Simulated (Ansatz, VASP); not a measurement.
One calculation of TiAl, two programs

File INCAR:

```
ALGO = Fast
EDIFF = 1E-6
ENCUT = 520
GGA = PS
ISIF = 2
ISMEAR = 0
LASPH = T
LCHARG = F
LREAL = F
LWAVE = F
NBANDS = 14
NELM = 100
PREC = Accurate
SIGMA = 0.15
```

Contents of KPOINTS:

```
k-points
0
Gamma
  16 16 16
```

The input POSCAR:

```
TiAl
1.0
    2.9128502204      0.0000000000      0.0000000000
    0.0000000000      2.9128502204      0.0000000000
    0.0000000000      0.0000000000      3.7867052866
Ti Al
1 1
Direct
    0.0000000000      0.0000000000      0.0000000000
    0.5000000000      0.5000000000      0.5000000000
```

Input for Ansatz:

```yaml
crystal:
  lattice:
    - [2.9128502204, 0.0, 0.0]
    - [0.0, 2.9128502204, 0.0]
    - [0.0, 0.0, 3.7867052866]
  atoms:
    - { symbol: Ti, position: [0.0, 0.0, 0.0] }
    - { symbol: Al, position: [0.5, 0.5, 0.5] }
basis:
  ecutwfc: 420
kpoints:
  mp_grid: { grid: [16, 16, 16] }
hamiltonian:
  xc: pbesol
scf:
  occupations: { method: gaussian, width: 0.15 }
output:
  forces: true
  stress: true
  eigenvalues: true
```

Alike in both runs: task single point; functional PBEsol; k mesh 16 × 16 × 16; occupations gaussian, width 0.15 eV; no spin polarisation.

```csv
,VASP,Ansatz
version,VASP 6.6.1,Ansatz 0.2.0
potentials or method,"VASP PAW PBE potentials, release 64 (Ti_sv, Al), cutoff 520 eV","scalar-relativistic, plane waves, PAW"
valence electrons in the cell,15,15
```

|  | VASP | Ansatz | Ansatz less VASP |
| --- | --- | --- | --- |
| gap on the k mesh at the Fermi level (eV) | none | none | - |
| pressure (GPa) | -2.2 | -2.3 | -0.11 |
| traceless stress, the component that is largest in VASP (GPa) | 4.26 | 4.27 | +0.005 |

VASP's potentials were made for PBE, not for PBEsol. A gap of «none» marks a metal or a gap that the smearing closes. With one functional, cell and mesh, what is left measures potentials, basis and numerics.
